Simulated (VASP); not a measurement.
Here is a VASP 6.6.1 calculation.

The input POSCAR:

```
Al
1.0
    1.9686750189      1.9686750189      0.0000000000
   -1.9686750189      1.9686750189      0.0000000000
    0.0000000000      0.0000000000      4.1723499406
Al
2
Direct
    0.0000000000      0.0000000000      0.0000000000
    0.5000000000      0.5000000000      0.5000000000
```

Contents of INCAR.step1:

```
SYSTEM = Al
PREC = Accurate
ENCUT = 520
ISMEAR = 0
SIGMA = 0.1
LREAL = .FALSE.
LASPH = .TRUE.
NELM = 60
NBANDS = 10
GGA = PE
ALGO = Normal
EDIFF = 1E-4
LWAVE = .TRUE.
LCHARG = .FALSE.
```

INCAR.step2

```
SYSTEM = Al
PREC = Accurate
ENCUT = 520
EDIFF = 1E-6
ISMEAR = 0
SIGMA = 0.1
LREAL = .FALSE.
LASPH = .TRUE.
NELM = 60
ALGO = Normal
ISIF = 2
LWAVE = .FALSE.
LCHARG = .FALSE.
METAGGA = R2SCAN
LMIXTAU = .TRUE.
NBANDS = 10
ISTART = 1
```

The input KPOINTS:

```
Automatic mesh
0
G
  18 18 14
  0 0 0
```

Potentials or basis: VASP PAW PBE potentials, release 64 (Al).

Run with:

```console
$ cat potpaw_PBE.64/Al/POTCAR > POTCAR
$ cp INCAR.step1 INCAR
$ mpirun -np 1 vasp_std > vasp.out
$ cp INCAR.step2 INCAR
$ mpirun -np 1 vasp_std > vasp.out
```

Task: Estimate the pressure.

Result: -1.5 GPa.

Task: What does it give for the band gap on the k mesh?

Result: Zero (bands 3 and 4 overlap by 11.94 eV).

Stress tensor (GPa, compression positive):
```
-0.31  0.00  0.00
 0.00 -0.31  0.00
 0.00  0.00 -3.80
```

Caveat: the cell differs from its parent crystal (uniaxial strain along c: +4.5 %, then relaxed in part); the PAW data sets were made with another functional, which shifts forces and pressure a little.
